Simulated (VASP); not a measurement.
A run of VASP 6.6.1:

Contents of INCAR:

```
SYSTEM = CdTe
  ALGO = Normal
  EDIFF = 1E-6
  ENCUT = 520
  GGA = PE
  ISIF = 2
  ISMEAR = 0
  LASPH = .True.
  LCHARG = .True.
  LELF = .True.
  LREAL = .False.
  LVHAR = .True.
  LWAVE = .False.
  NBANDS = 16
  NELM = 80
  PREC = Accurate
  SIGMA = 0.05
```

KPOINTS

```
k-points
0
Gamma
  8 8 8
  0 0 0
```

Contents of POSCAR:

```
CdTe
1.0
    0.0000000000      3.1569250000      3.2530750000
    3.1569250000      0.0000000000      3.2530750000
    3.1569250000      3.1569250000      0.0000000000
Cd Te
1 1
Direct
    0.0000000000      0.0000000000      0.0000000000
    0.7500000000      0.7500000000      0.7500000000
```

Potentials or basis: VASP PAW PBE potentials, release 64 (Cd, Te).

Launch:

```bash
$ cat potpaw_PBE.64/Cd/POTCAR potpaw_PBE.64/Te/POTCAR > POTCAR
$ mpirun -np 1 vasp_std > vasp.out
```

Hardware: 1 thread of Intel(R) Xeon(R) Platinum 8259CL CPU @ 2.50GHz (Skylake/Cascade Lake) (shared host).

Question: Estimate the wall time of this run.

Answer: Run time: 53 s on 1 thread of Intel(R) Xeon(R) Platinum 8259CL CPU @ 2.50GHz (Skylake/Cascade Lake), with other jobs on the host, peak memory 0.24 GiB. Counts: scf iterations 13, k points 59.
